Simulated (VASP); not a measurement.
# BeS (v.bh) (F-43m) in VASP: notebook

The runs below take BeS (v.bh) through single point, with PBE.

Everything below comes from runs of VASP 6.6.1. Logs are shortened: lines on timing, memory, paths and dates and some standing lists are left out, and cuts for length are marked.

## Step 1: The cell of the first run

It takes space group F-43m (No. 216, cubic). Conventional cell: a = 4.876 Å, b = 4.876 Å, c = 4.876 Å, α = 90.00°, β = 90.00°, γ = 90.00°. Be (site symmetry -43m) has 4 S at 2.11 Å within 2.8 Å. Within 2.8 Å of S (site symmetry -43m) lie 4 Be at 2.11 Å.

## Step 2: Single point, PBE

Input file INCAR:

```
ALGO = Normal
EDIFF = 1E-6
ENCUT = 600
GGA = PE
GGA_COMPAT = F
ISIF = 2
ISMEAR = 0
LASPH = T
LCHARG = F
LREAL = F
LWAVE = F
NBANDS = 11
NELM = 120
PREC = Accurate
SIGMA = 0.02
```

Input file KPOINTS:

```
k-points
0
Gamma
  8 8 8
```

Input file POSCAR:

```
BeS
1.0
    0.0000000000      2.4378841697      2.4378841697
    2.4378841697      0.0000000000      2.4378841697
    2.4378841697      2.4378841697      0.0000000000
Be S
1 1
Direct
    0.0000000000      0.0000000000      0.0000000000
    0.2500000000      0.2500000000      0.2500000000
```

Potentials or basis: VASP PAW PBE potentials, release 64 (Be, S).

On the command line:

```console
$ cat potpaw_PBE.64/Be/POTCAR potpaw_PBE.64/S/POTCAR > POTCAR
$ mpirun -np 1 vasp_std > vasp.out
```

OUTCAR:

```text
EDIFF = 1E-6
   ENCUT = 600
   GGA = PE
   ISIF = 2
   ISMEAR = 0
   LASPH = T
   LREAL = F
   NELM = 120
   PREC = Accurate

 ion  position               nearest neighbor table
   1  0.000  0.000  0.000-   2 2.11   2 2.11   2 2.11   2 2.11
   2  0.250  0.250  0.250-   1 2.11   1 2.11   1 2.11   1 2.11

  LATTYP: Found a face centered cubic cell.
 ALAT       =     4.8757683394

  Lattice vectors:

 A1 = (   0.0000000000,   2.4378841697,   2.4378841697)
 A2 = (   2.4378841697,   0.0000000000,   2.4378841697)
 A3 = (   2.4378841697,   2.4378841697,   0.0000000000)

Analysis of symmetry for initial positions (statically):
=====================================================================
 Subroutine PRICEL returns:
 Original cell was already a primitive cell.

 Routine SETGRP: Setting up the symmetry group for a
 face centered cubic supercell.

 Subroutine GETGRP returns: Found 24 space group operations
 (whereof 24 operations were pure point group operations)
 out of a pool of 48 trial point group operations.

The static configuration has the point symmetry T_d .

Analysis of symmetry for dynamics (positions and initial velocities):
=====================================================================
 Subroutine PRICEL returns:
 Original cell was already a primitive cell.

 Routine SETGRP: Setting up the symmetry group for a
 face centered cubic supercell.

 Subroutine GETGRP returns: Found 24 space group operations
 (whereof 24 operations were pure point group operations)
 out of a pool of 48 trial point group operations.

The dynamic configuration has the point symmetry T_d .

 Subroutine INISYM returns: Found 24 space group operations
 (whereof 24 operations are pure point group operations),
 and found     1 'primitive' translations

----------------------------------------------------------------------------------------

                                     Primitive cell

  volume of cell :      28.9781

  direct lattice vectors                    reciprocal lattice vectors
     0.000000000  2.437884170  2.437884170    -0.205095880  0.205095880  0.205095880
     2.437884170  0.000000000  2.437884170     0.205095880 -0.205095880  0.205095880
     2.437884170  2.437884170  0.000000000     0.205095880  0.205095880 -0.205095880

  length of vectors
     3.447688856  3.447688856  3.447688856     0.355236485  0.355236485  0.355236485

  position of ions in fractional coordinates (direct lattice)
     0.000000000  0.000000000  0.000000000
     0.250000000  0.250000000  0.250000000

  ion indices of the primitive-cell ions
[... 85 lines left out ...]
   PSTRESS=    0.0 pullay stress
   NELECT =       8.0000    total number of electrons
   NUPDOWN=      -1.0000    fix difference up-down
   EMIN   =  10.00;   EMAX   =-10.00  energy-range for DOS
   EFERMI =   0.00;   METHOD = LEGACY
   ISMEAR =     0;   SIGMA  =   0.02  broadening in eV -4-tet -1-fermi 0-gaus
   EFERMI_NEDOS =   21; number of points for ismear=-14 and -15
   IALGO  =     38    algorithm
   IMIX   =      4    mixing-type and parameters
     AMIX     =   0.40;   BMIX     =  1.00
     AMIX_MAG =   1.60;   BMIX_MAG =  1.00
  volume/ion in A,a.u.               =      14.49        97.78
  Fermi-wavevector in a.u.,A,eV,Ry     =   1.065978  2.014407 15.460437  1.136310
  Thomas-Fermi vector in A             =   2.201548
   LORBIT       =      0    0 simple, 1 ext, 2 COOP (PROOUT), +10 PAW based schemes
   GGA     = PE    functional components
   LHFCALC =     F    Hartree Fock is set to
   AEXX    =    0.0000 exact exchange contribution
   IVDW    =     0    specifies the selected vdW correction
   LEPSILON=     F    determine dielectric tensor
   LRPA    =     F    only Hartree local field effects (RPA)
 non-spin polarized calculation
 Gauss-broadening in eV      SIGMA  =   0.02
  energy-cutoff  :      600.00
  volume of cell :       28.98
 maximum number of plane-waves:       982
   NGX = 13   NGY = 13   NGZ = 13

 number of electron       7.9999999 magnetization

 Free energy of the ion-electron system (eV)
  ---------------------------------------------------
  ext. energy  EPLUGINS =         0.00000000
  ---------------------------------------------------
  free energy    TOTEN  =       -10.01354616 eV

  energy without entropy =      -10.01354616  energy(sigma->0) =      -10.01354616

 E-fermi :   4.1832     XC(G=0):  -9.6650

 val. band max:        4.0114361556   @ k =   0.0000   0.0000   0.0000
 cond. band min:       7.1574651817   @ k =   0.5000   0.5000   0.0000
 fundamental gap:      3.1460290260
 Fermi energy:         4.1832212422

 k-point     1 :       0.0000    0.0000    0.0000
  band No.  band energies     occupation
      1      -9.5751      2.00000
      2       4.0114      2.00000
      3       4.0114      2.00000
      4       4.0114      2.00000
      5       9.6872      0.00000
      6       9.6872      0.00000
      7       9.6872      0.00000
      8       9.7636      0.00000
      9      16.7938      0.00000
     10      16.7938      0.00000
     11      18.7610      0.00000
[... 309 lines left out ...]
 k-point    24 :      -0.3750    0.2500    0.1250
  band No.  band energies     occupation
      1      -7.7403      2.00000
      2      -1.1485      2.00000
      3       1.2861      2.00000
      4       2.2147      2.00000
      5      10.1182      0.00000
      6      10.5622      0.00000
      7      13.0759      0.00000
      8      14.4567      0.00000
      9      15.4029      0.00000
     10      19.2416      0.00000
     11      19.8658      0.00000

 [... further k-points ...]

------------------------ aborting loop because EDIFF is reached ----------------------------------------

  FORCE on cell =-STRESS in cart. coord.  units (eV):
  Direction    XX          YY          ZZ          XY          YZ          ZX
  --------------------------------------------------------------------------------------
  -------------------------------------------------------------------------------------
  Total        0.0117261      0.0117261      0.0117261      0.0000000     -0.0000000      0.0000000
  in kB        0.6483309      0.6483309      0.6483309      0.0000000     -0.0000000      0.0000000
  external PRESSURE =       0.6483309 kB  Pullay stress =       0.0000000 kB

 VOLUME and BASIS-vectors are now :
 -----------------------------------------------------------------------------
  energy-cutoff  :      600.00
  volume of cell :       28.98
      direct lattice vectors                 reciprocal lattice vectors
     0.000000000  2.437884170  2.437884170    -0.205095880  0.205095880  0.205095880
     2.437884170  0.000000000  2.437884170     0.205095880 -0.205095880  0.205095880
     2.437884170  2.437884170  0.000000000     0.205095880  0.205095880 -0.205095880

 POSITION                                       TOTAL-FORCE (eV/Angst)
 -----------------------------------------------------------------------------------
      0.00000      0.00000      0.00000         0.000000      0.000000      0.000000
      1.21894      1.21894      1.21894        -0.000000     -0.000000     -0.000000
 -----------------------------------------------------------------------------------
    total drift:                               -0.000000     -0.000000     -0.000000

  FREE ENERGIE OF THE ION-ELECTRON SYSTEM (eV)
  ---------------------------------------------------
  free  energy   TOTEN  =       -10.0135461641 eV

  energy  without entropy=      -10.0135461641  energy(sigma->0) =      -10.01354616
```

OSZICAR:

```text
N       E                     dE             d eps       ncg     rms          rms(c)
DAV:   1     0.228546035048E+02    0.22855E+02   -0.41809E+03   638   0.701E+02
DAV:   2    -0.886873718223E+01   -0.31723E+02   -0.30537E+02   875   0.123E+02
DAV:   3    -0.101716933474E+02   -0.13030E+01   -0.13005E+01   824   0.250E+01
DAV:   4    -0.101803042574E+02   -0.86109E-02   -0.86096E-02   820   0.230E+00
DAV:   5    -0.101803754026E+02   -0.71145E-04   -0.71145E-04   820   0.199E-01    0.553E+00
DAV:   6    -0.100502633992E+02    0.13011E+00   -0.11891E-01   734   0.163E+00    0.377E+00
DAV:   7    -0.100121515820E+02    0.38112E-01   -0.11237E-01   806   0.176E+00    0.101E+00
DAV:   8    -0.100134004357E+02   -0.12489E-02   -0.65536E-03   827   0.415E-01    0.140E-01
DAV:   9    -0.100134946739E+02   -0.94238E-04   -0.50824E-04   794   0.144E-01    0.280E-02
DAV:  10    -0.100135410013E+02   -0.46327E-04   -0.78133E-05   769   0.503E-02    0.105E-02
DAV:  11    -0.100135458809E+02   -0.48796E-05   -0.17057E-05   802   0.214E-02    0.892E-03
DAV:  12    -0.100135461641E+02   -0.28323E-06   -0.42665E-07   579   0.469E-03
   1 F= -.10013546E+02 E0= -.10013546E+02  d E =-.602640E-36
```

It took 10 s on 1 thread of Intel Xeon 6975P-C, shared host; peak memory 0.15 GiB.

Results:

```yaml
Free_energy: -10.0135 eV
Pressure: 0.1 GPa
Band_gap_on_the_k_mesh: 3.15 eV, indirect (least direct gap 5.68 eV)
```

Levels at points of the mesh, in eV from the valence-band top:
| k point | band 1 | band 2 | band 3 | band 4 | band 5 | band 6 | band 7 | band 8 | band 9 |
| --- | --- | --- | --- | --- | --- | --- | --- | --- | --- |
| (0.00, 0.00, 0.00) | -13.59 | 0.00 | 0.00 | 0.00 | 5.68 | 5.68 | 5.68 | 5.75 | 12.78 |
| (0.50, 0.00, 0.00) | -12.02 | -5.69 | -1.01 | -1.01 | 5.42 | 6.57 | 6.57 | 11.13 | 14.87 |
| (0.50, 0.50, 0.00) | -11.49 | -4.94 | -2.59 | -2.59 | 3.15 | 4.93 | 12.65 | 12.65 | 15.35 |

A k mesh can miss the band edges.

## Step 3: Single point, PBE

Input file INCAR:

```
SYSTEM = BeS
ALGO = Normal ; EDIFF = 1E-6
ENCUT = 600 ; GGA = PE
GGA_COMPAT = .FALSE. ; ISIF = 2
ISMEAR = 0 ; LASPH = .TRUE.
LCHARG = .FALSE. ; LREAL = .FALSE.
LWAVE = .FALSE. ; NBANDS = 11
NELM = 120 ; PREC = Accurate
SIGMA = 0.02
```

Input file KPOINTS:

```
k-points
0
G
  8 8 8
  0 0 0
```

POSCAR is that of step 2.

Potentials or basis: VASP PAW PBE potentials, release 64 (Be, S).

On the command line:

```console
$ cat potpaw_PBE.64/Be/POTCAR potpaw_PBE.64/S/POTCAR > POTCAR
$ mpirun -np 1 vasp_std > vasp.out
```

It took 10 s on 1 thread of Intel Xeon 6975P-C, shared host; peak memory 0.15 GiB.

It converged, with:

| Item | Value |
| --- | --- |
| Free energy | -10.0135 eV |
| Pressure | 0.1 GPa |
| Band gap on the k mesh | 3.15 eV, indirect (least direct gap 5.68 eV) |

Levels at points of the mesh, in eV from the valence-band top:
| k point | band 1 | band 2 | band 3 | band 4 | band 5 | band 6 | band 7 | band 8 | band 9 |
| --- | --- | --- | --- | --- | --- | --- | --- | --- | --- |
| (0.00, 0.00, 0.00) | -13.59 | 0.00 | 0.00 | 0.00 | 5.68 | 5.68 | 5.68 | 5.75 | 12.78 |
| (0.50, 0.00, 0.00) | -12.02 | -5.69 | -1.01 | -1.01 | 5.42 | 6.57 | 6.57 | 11.13 | 14.87 |
| (0.50, 0.50, 0.00) | -11.49 | -4.94 | -2.59 | -2.59 | 3.15 | 4.93 | 12.65 | 12.65 | 15.35 |
